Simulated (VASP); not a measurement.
# BN (P6_3mc) in VASP: single point with HSE06

Aim: the single point of BN with HSE06.

Everything below comes from runs of VASP 6.6.1. Logs are shortened: lines on timing, memory, paths and dates and some standing lists are left out, and cuts for length are marked.

### 1 The cell of the first run

It takes space group P6_3mc (No. 186, hexagonal). Conventional cell: a = 2.566 Å, b = 2.566 Å, c = 4.198 Å, α = 90.00°, β = 90.00°, γ = 120.00°. B (site symmetry 3m) has 4 N at 1.57 Å within 2.1 Å. N (site symmetry 3m) has 4 B at 1.57 Å within 2.1 Å.

### 2 Single point, HSE06

Contents of POSCAR:

```
BN
1.0
    2.5659661661      0.0000000000      0.0000000000
   -1.2829830830      2.2221918851      0.0000000000
    0.0000000000      0.0000000000      4.1977517949
B N
2 2
Direct
    0.3333333333      0.6666666667     -0.0003696467
    0.6666666667      0.3333333333      0.4996303533
    0.3333333333      0.6666666667      0.3743696467
    0.6666666667      0.3333333333      0.8743696467
```

Contents of INCAR.step1:

```
PREC     = Accurate       # precision mode
ENCUT    = 520            # plane-wave cutoff, eV
EDIFF    = 1E-5           # SCF threshold, eV
ISMEAR   = 0              # smearing method
SIGMA    = 0.01           # smearing width, eV
LREAL    = F              # projectors in reciprocal space
LASPH    = T              # aspherical terms in the spheres
NELM     = 80             # most SCF steps
ALGO     = Normal         # electronic algorithm
ISIF     = 2              # what is computed and relaxed
LWAVE    = T              # write WAVECAR
LCHARG   = F              # write CHGCAR
NBANDS   = 16             # bands
GGA      = PE             # functional
```

Contents of INCAR.step2:

```
PREC     = Accurate       # precision mode
ENCUT    = 520            # plane-wave cutoff, eV
EDIFF    = 1E-7           # SCF threshold, eV
ISMEAR   = 0              # smearing method
SIGMA    = 0.01           # smearing width, eV
LREAL    = F              # projectors in reciprocal space
LASPH    = T              # aspherical terms in the spheres
NELM     = 80             # most SCF steps
ALGO     = Normal         # electronic algorithm
ISIF     = 2              # what is computed and relaxed
LWAVE    = F              # write WAVECAR
LCHARG   = F              # write CHGCAR
GGA      = PE             # functional
LHFCALC  = T              # exact exchange
HFSCREEN = 0.2079         # screening, 1/A
PRECFOCK = Normal       
NBANDS   = 16             # bands
ISTART   = 1
```

Contents of KPOINTS:

```
regular mesh
0
Gamma
  9 9 4
```

Potentials or basis: VASP PAW PBE potentials, release 64 (B, N).

The run is started by

```sh
$ cat potpaw_PBE.64/B/POTCAR potpaw_PBE.64/N/POTCAR > POTCAR
$ cp INCAR.step1 INCAR
$ mpirun -np 1 vasp_std > vasp.out
$ cp INCAR.step2 INCAR
$ mpirun -np 1 vasp_std > vasp.out
```

OUTCAR:

```text
PREC = Accurate
   ENCUT = 520
   EDIFF = 1E-7
   ISMEAR = 0
   LREAL = F
   LASPH = T
   NELM = 80
   ISIF = 2
   GGA = PE
   LHFCALC = T
   HFSCREEN = 0.2079
   PRECFOCK = Normal
   ISTART = 1

 ion  position               nearest neighbor table
   1  0.333  0.667  1.000-   4 1.57   4 1.57   4 1.57   3 1.57
   2  0.667  0.333  0.500-   3 1.57   3 1.57   3 1.57   4 1.57
   3  0.333  0.667  0.374-   2 1.57   2 1.57   2 1.57   1 1.57
   4  0.667  0.333  0.874-   1 1.57   1 1.57   1 1.57   2 1.57

  LATTYP: Found a hexagonal cell.
 ALAT       =     2.5659661661
 C/A-ratio  =     1.6359341952

  Lattice vectors:

 A1 = (   2.5659661661,   0.0000000000,   0.0000000000)
 A2 = (  -1.2829830830,   2.2221918851,   0.0000000000)
 A3 = (   0.0000000000,   0.0000000000,   4.1977517949)

Analysis of symmetry for initial positions (statically):
=====================================================================
 Subroutine PRICEL returns:
 Original cell was already a primitive cell.

 Routine SETGRP: Setting up the symmetry group for a
 hexagonal supercell.

 Subroutine GETGRP returns: Found 12 space group operations
 (whereof  6 operations were pure point group operations)
 out of a pool of 24 trial point group operations.

The static configuration has the point symmetry C_3v.
 The point group associated with its full space group is C_6v.

Analysis of symmetry for dynamics (positions and initial velocities):
=====================================================================
 Subroutine PRICEL returns:
 Original cell was already a primitive cell.

 Routine SETGRP: Setting up the symmetry group for a
 hexagonal supercell.

 Subroutine GETGRP returns: Found 12 space group operations
 (whereof  6 operations were pure point group operations)
 out of a pool of 24 trial point group operations.

The dynamic configuration has the point symmetry C_3v.
 The point group associated with its full space group is C_6v.

 Subroutine INISYM returns: Found 12 space group operations
 (whereof  6 operations are pure point group operations),
 and found     1 'primitive' translations

----------------------------------------------------------------------------------------

                                     Primitive cell

  volume of cell :      23.9359

  direct lattice vectors                    reciprocal lattice vectors
     2.565966166  0.000000000  0.000000000     0.389716752  0.225003072  0.000000000
    -1.282983083  2.222191885  0.000000000     0.000000000  0.450006143  0.000000000
     0.000000000  0.000000000  4.197751795     0.000000000  0.000000000  0.238222756

  length of vectors
     2.565966166  2.565966166  4.197751795     0.450006143  0.450006143  0.238222756

  position of ions in fractional coordinates (direct lattice)
     0.333333333  0.666666667  0.999630353
     0.666666667  0.333333333  0.499630353
     0.333333333  0.666666667  0.374369647
     0.666666667  0.333333333  0.874369647

  ion indices of the primitive-cell ions
   primitive index   ion index
                 1           1
                 2           2
                 3           3
                 4           4

----------------------------------------------------------------------------------------

 KPOINTS: regular mesh

Automatic generation of k-mesh.
 Grid dimensions read from file:
 generate k-points for:    9    9    4

 Generating k-lattice:

  Cartesian coordinates                     Fractional coordinates (reciprocal lattice)
     0.043301861  0.025000341  0.000000000     0.111111111  0.000000000  0.000000000
     0.000000000  0.050000683  0.000000000     0.000000000  0.111111111  0.000000000
     0.000000000  0.000000000  0.059555689     0.000000000  0.000000000  0.250000000

  Length of vectors
     0.050000683  0.050000683  0.059555689

  Shift w.r.t. Gamma in fractional coordinates (k-lattice)
     0.000000000  0.000000000  0.000000000

 Subroutine IBZKPT returns following result:
 ===========================================

 Found     36 irreducible k-points:

 Following reciprocal coordinates:
            Coordinates               Weight
  0.000000  0.000000  0.000000      1.000000
  0.111111  0.000000  0.000000      6.000000
  0.222222 -0.000000  0.000000      6.000000
  0.333333  0.000000  0.000000      6.000000
  0.444444 -0.000000  0.000000      6.000000
  0.111111  0.111111  0.000000      6.000000
[... 16 lines left out ...]
  0.333333  0.222222  0.250000     24.000000
  0.333333  0.333333  0.250000      4.000000
 [... further k-points ...]
   k-points           NKPTS =     36   k-points in BZ     NKDIM =    324   number of bands    NBANDS=     16
   number of dos      NEDOS =    301   number of ions     NIONS =      4
   total plane-waves  NPLWV =  12800
   dimension x,y,z NGX =    20 NGY =   20 NGZ =   32
   dimension x,y,z NGXF=    40 NGYF=   40 NGZF=   64
   ions per type =               2   2
   NGX,Y,Z   is equivalent  to a cutoff of  12.96, 12.96, 12.67 a.u.
   NGXF,Y,Z  is equivalent  to a cutoff of  25.92, 25.92, 25.35 a.u.
 SYSTEM =  unknown system
   PREC   = accura    normal or accurate (medium, high low for compatibility)
   ISTART =      1    job   : 0-new  1-cont  2-samecut
   ICHARG =      0    charge: 1-file 2-atom 10-const
   ISPIN  =      1    spin polarized calculation?
   LNONCOLLINEAR =      F non collinear calculations
   LSORBIT =      F    spin-orbit coupling
   LASPH  =      T    aspherical Exc in radial PAW
   ENCUT  =  520.0 eV  38.22 Ry    6.18 a.u.   4.77  4.77  7.81*2*pi/ulx,y,z
   NELM   =     80;   NELMIN=  2; NELMDL=  0     # of ELM steps
   EDIFF  = 0.1E-06   stopping-criterion for ELM
   LREAL  =      F    real-space projection
   EDIFFG = 0.1E-05   stopping-criterion for IOM
   NSW    =      0    number of steps for IOM
   IBRION =     -1    ionic relax: 0-MD 1-quasi-New 2-CG
   NFREE  =      0    steps in history (QN), initial steepest desc. (CG)
   ISIF   =      2    stress and relaxation
   ISYM   =      3    0-nonsym 1-usesym 2-fastsym
   POTIM  = 0.5000    time-step for ionic-motion
   TEBEG  =    0.0;   TEEND  =   0.0 temperature during run
   PSTRESS=    0.0 pullay stress
   NELECT =      16.0000    total number of electrons
   NUPDOWN=      -1.0000    fix difference up-down
   EMIN   =  10.00;   EMAX   =-10.00  energy-range for DOS
   EFERMI =   0.00;   METHOD = LEGACY
   ISMEAR =     0;   SIGMA  =   0.01  broadening in eV -4-tet -1-fermi 0-gaus
   EFERMI_NEDOS =   21; number of points for ismear=-14 and -15
   IALGO  =     38    algorithm
   IMIX   =      1    mixing-type and parameters
     AMIX     =   0.40;   BMIX     =  1.00
     AMIX_MAG =   1.60;   BMIX_MAG =  1.00
  volume/ion in A,a.u.               =       5.98        40.38
  Fermi-wavevector in a.u.,A,eV,Ry     =   1.431413  2.704979 27.877580  2.048944
  Thomas-Fermi vector in A             =   2.551153
   LORBIT       =      0    0 simple, 1 ext, 2 COOP (PROOUT), +10 PAW based schemes
   GGA     = PE    functional components
   LHFCALC =     T    Hartree Fock is set to
   PRECFOCK=normal    Normal, Fast or Accurate (Low or Medium for compatibility)
   ENCUT4O =  -1.0   cutoff for four orbital integrals eV
   NKREDX  =     1    reduce k-point grid by
   NKREDY  =     1    reduce k-point grid by
   NKREDZ  =     1    reduce k-point grid by
   AEXX    =    0.2500 exact exchange contribution
   HFSCREEN=    0.2079 screening length (either q_TF or 0.3 A-1)
   HFSCREENC=   0.2079 screening length for correlation (either q_TF or 0.3 A-1)
   ENCUTFOCK=  -1.0 apply spherical cutoff to Coloumb kernel
   IVDW    =     0    specifies the selected vdW correction
   LEPSILON=     F    determine dielectric tensor
   LRPA    =     F    only Hartree local field effects (RPA)
 non-spin polarized calculation
 Gauss-broadening in eV      SIGMA  =   0.01
  energy-cutoff  :      520.00
  volume of cell :       23.94
 maximum number of plane-waves:       658
 NGX is ok and might be reduce to    20
  NGX = 16; NGY = 16; NGZ = 24

 number of electron      16.0000000 magnetization

 Free energy of the ion-electron system (eV)
  ---------------------------------------------------
  ext. energy  EPLUGINS =         0.00000000
  ---------------------------------------------------
  free energy    TOTEN  =       -40.56158681 eV

  energy without entropy =      -40.56158681  energy(sigma->0) =      -40.56158681

 E-fermi :   6.7170     XC(G=0): -10.4293

 val. band max:        6.5447506241   @ k =   0.0000   0.0000   0.0000
 cond. band min:      13.1217158877   @ k =   0.3333   0.3333   0.0000
 fundamental gap:      6.5769652636
 Fermi energy:         6.7170388049

 k-point     1 :       0.0000    0.0000    0.0000
  band No.  band energies     occupation
      1     -15.5825      2.00000
      2     -11.0909      2.00000
      3      -5.1637      2.00000
      4       4.1910      2.00000
      5       4.1910      2.00000
      6       6.3152      2.00000
[... 8 lines left out ...]
     15      20.2865      0.00000
     16      25.0204      0.00000

 k-point     2 :       0.1111    0.0000    0.0000
  band No.  band energies     occupation
      1     -15.2989      2.00000
      2     -10.8784      2.00000
      3      -4.8785      2.00000
      4       2.9359      2.00000
      5       3.6889      2.00000
      6       5.4944      2.00000
[... 8 lines left out ...]
     15      21.0974      0.00000
     16      24.4842      0.00000

 k-point     3 :       0.2222   -0.0000    0.0000
  band No.  band energies     occupation
      1     -14.4658      2.00000
      2     -10.3035      2.00000
      3      -4.0446      2.00000
      4       0.2629      2.00000
      5       2.6605      2.00000
      6       3.1554      2.00000
[... 8 lines left out ...]
     15      23.0331      0.00000
     16      23.5583      0.00000

 k-point     4 :       0.3333    0.0000    0.0000
  band No.  band energies     occupation
      1     -13.1590      2.00000
      2      -9.6583      2.00000
      3      -2.7575      2.00000
      4      -2.3144      2.00000
      5       0.6081      2.00000
      6       1.7348      2.00000
[... 8 lines left out ...]
     15      24.6464      0.00000
     16      25.1447      0.00000

 k-point     5 :       0.4444   -0.0000    0.0000
  band No.  band energies     occupation
      1     -11.6701      2.00000
      2      -9.6828      2.00000
      3      -3.5803      2.00000
      4      -1.6061      2.00000
      5      -1.0883      2.00000
      6       1.2176      2.00000
[... 8 lines left out ...]
     15      24.9115      0.00000
     16      26.5087      0.00000

 k-point     6 :       0.1111    0.1111    0.0000
  band No.  band energies     occupation
      1     -14.7400      2.00000
      2     -10.4819      2.00000
      3      -4.3181      2.00000
      4       1.3129      2.00000
      5       2.3936      2.00000
      6       4.2282      2.00000
[... 8 lines left out ...]
     15      22.7718      0.00000
     16      23.9144      0.00000
[... 267 lines left out ...]
 k-point    21 :       0.4444    0.1111    0.2500
  band No.  band energies     occupation
      1     -10.8983      2.00000
      2      -9.9038      2.00000
      3      -4.1373      2.00000
      4      -2.7903      2.00000
      5       0.1708      2.00000
      6       1.2750      2.00000
[... 8 lines left out ...]
     15      24.9305      0.00000
     16      26.1502      0.00000

 k-point    22 :       0.2222    0.2222    0.2500
  band No.  band energies     occupation
      1     -12.0899      2.00000
      2      -9.9955      2.00000
      3      -2.7211      2.00000
      4      -1.4403      2.00000
      5       0.2111      2.00000
      6       0.2895      2.00000
[... 8 lines left out ...]
     15      23.7202      0.00000
     16      24.6834      0.00000

 k-point    23 :       0.3333    0.2222    0.2500
  band No.  band energies     occupation
      1     -10.7907      2.00000
      2      -9.6852      2.00000
      3      -3.4087      2.00000
      4      -2.3663      2.00000
      5      -1.1661      2.00000
      6       0.8916      2.00000
[... 8 lines left out ...]
     15      24.3721      0.00000
     16      25.3102      0.00000

 k-point    24 :       0.3333    0.3333    0.2500
  band No.  band energies     occupation
      1      -9.9281      2.00000
      2      -9.9281      2.00000
      3      -2.8610      2.00000
      4      -2.3836      2.00000
      5      -2.3836      2.00000
      6      -0.0354      2.00000
[... 8 lines left out ...]
     15      25.0884      0.00000
     16      25.0884      0.00000

 [... further k-points ...]
[... 5 lines left out ...]
  --------------------------------------------------------------------------------------
  -------------------------------------------------------------------------------------
  Total       -1.9227373     -1.9227373     -0.4151576     -0.0000000      0.0000000      0.0000000
  in kB     -128.7008138   -128.7008138    -27.7890875     -0.0000000      0.0000000      0.0000000
  external PRESSURE =     -95.0635717 kB  Pullay stress =       0.0000000 kB

 VOLUME and BASIS-vectors are now :
 -----------------------------------------------------------------------------
  energy-cutoff  :      520.00
  volume of cell :       23.94
      direct lattice vectors                 reciprocal lattice vectors
     2.565966166  0.000000000  0.000000000     0.389716752  0.225003072  0.000000000
    -1.282983083  2.222191885  0.000000000     0.000000000  0.450006143  0.000000000
     0.000000000  0.000000000  4.197751795     0.000000000  0.000000000  0.238222756

 POSITION                                       TOTAL-FORCE (eV/Angst)
 -----------------------------------------------------------------------------------
     -0.00000      1.48146      4.19620         0.000000     -0.000000     -0.012102
      1.28298      0.74073      2.09732        -0.000000     -0.000000     -0.012102
     -0.00000      1.48146      1.57151         0.000000     -0.000000      0.012102
      1.28298      0.74073      3.67039        -0.000000      0.000000      0.012102
 -----------------------------------------------------------------------------------
    total drift:                               -0.000000     -0.000000     -0.000057

  FREE ENERGIE OF THE ION-ELECTRON SYSTEM (eV)
  ---------------------------------------------------
  free  energy   TOTEN  =       -40.5615868133 eV

  energy  without entropy=      -40.5615868133  energy(sigma->0) =      -40.56158681
```

Run time: 1.7 h. Hardware: 1 thread of Oxide Virtual Turin-like, shared host; peak memory 0.22 GiB.

What came out:

```
Free energy            : -40.5616 eV
Pressure               : -9.5 GPa
Largest force          : 0.012 eV/Å
Band gap on the k mesh : 6.58 eV (least direct gap 9.80 eV)
```

Forces on the atoms (eV/Å):
```
B    0.000  0.000 -0.012
B    0.000  0.000 -0.012
N    0.000  0.000  0.012
N    0.000  0.000  0.012
```

Stress tensor (GPa, compression positive):
```
-12.87   0.00   0.00
  0.00 -12.87   0.00
  0.00   0.00  -2.78
```

Caveat: the stress differs along the axes, from -13 to -3 GPa; the PAW data sets were made with another functional, which shifts forces and pressure a little. A k mesh can miss the band edges.
